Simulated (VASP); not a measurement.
Wanted: the native input for a VASP 6.6.1 run.

```yaml
Task: single point
Functional: PBE
Potentials_or_basis: VASP PAW PBE potentials, release 64 (Ca_sv, O)
Cutoff: 520 eV
k_mesh: 10 × 10 × 10
Occupations: fermi-dirac, width 0.05 eV
Spin: no spin polarisation
Dipole_correction: no
Further_INCAR_settings: ALGO = Normal; EDIFF = 1e-07; NBANDS = 15
```

The structure of CaO lies in POSCAR:

```
CaO
1.0
    0.0000000000      2.3710712315      2.3710712315
    2.3710712315      0.0000000000      2.3710712315
    2.3710712315      2.3710712315      0.0000000000
Ca O
1 1
Direct
    0.0000000000      0.0000000000      0.0000000000
    0.5000000000      0.5000000000      0.5000000000
```

One way to write it, as run:

INCAR

```
  PREC = Accurate
  ENCUT = 520
  EDIFF = 1E-7
  ISMEAR = -1
  SIGMA = 0.05
  LREAL = F
  LASPH = T
  NELM = 100
  ALGO = Normal
  ISIF = 2
  LWAVE = F
  LCHARG = F
  GGA = PE
  NBANDS = 15
```

KPOINTS

```
Automatic mesh
0
Gamma
  10 10 10
```

Potentials or basis: VASP PAW PBE potentials, release 64 (Ca_sv, O).

Launch:

```bash
$ cat potpaw_PBE.64/Ca_sv/POTCAR potpaw_PBE.64/O/POTCAR > POTCAR
$ mpirun -np 1 vasp_std > vasp.out
```

It gave:

| Item | Value |
| --- | --- |
| Pressure | 7.3 GPa |
| Band gap on the k mesh | 3.62 eV (least direct gap 3.98 eV) |

Caveat: the cell stands under pressure.

Run time: 40 s on 1 thread of AMD EPYC 7R13, on a shared host, peak memory 0.14 GiB.
